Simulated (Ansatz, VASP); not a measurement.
## One calculation of Cu, two programs

```xyz
1
Lattice="11.5703 0.0000 0.0000 0.0000 2.2382 0.0000 -4.5956 0.0000 21.7434" Properties=species:S:1:pos:R:3 pbc="T T T"
Cu    3.4873    1.1191   10.8717
```

Alike in both runs: functional PBEsol; k mesh 3 × 13 × 2; occupations fermi-dirac, width 0.1 eV; no spin polarisation.

Ansatz relaxed the structure, and its values are those at the end. VASP's run is a single point on that final structure, the one shown.

|  | VASP | Ansatz |
| --- | --- | --- |
| version | VASP 6.6.1 | Ansatz 0.2.0 |
| potentials or method | VASP PAW PBE potentials, release 64 (Cu), cutoff 600 eV | plane waves, PAW |
| valence electrons in the cell | 11 | 19 |

|  | VASP | Ansatz | Ansatz less VASP |
| --- | --- | --- | --- |
| pressure (GPa) | 0.0 | 0.0 | -0.01 |

VASP's potentials were made for PBE, not for PBEsol. With one functional, cell and mesh, what is left measures potentials, basis and numerics. VASP's potentials hold 11 valence electrons a cell and Ansatz's 19, so a difference there can come from the potentials and not from the codes.
